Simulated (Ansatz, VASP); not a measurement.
**K: VASP beside Ansatz**

```xyz
1
Lattice="-2.5646 2.5646 2.5646 2.5646 -2.5646 2.5646 2.5646 2.5646 -2.5646" Properties=species:S:1:pos:R:3 pbc="T T T"
K     0.0000    0.0000    0.0000
```

Change from the starting cell: volume scaled by 0.94.

Alike in both runs: task single point; functional PBEsol; k mesh 10 × 10 × 10; occupations fermi-dirac, width 0.08 eV; no spin polarisation.

|  | VASP | Ansatz |
| --- | --- | --- |
| version | VASP 6.6.1 | Ansatz 0.2.0 |
| potentials or method | VASP PAW PBE potentials, release 64 (K_sv), cutoff 520 eV | all-electron LAPW, scalar-relativistic |

|  | VASP | Ansatz | Ansatz less VASP |
| --- | --- | --- | --- |
| pressure (GPa) | 0.2 | 0.2 | +0.01 |

VASP's potentials were made for PBE, not for PBEsol. Ansatz ran all-electron here, and VASP with PAW potentials.
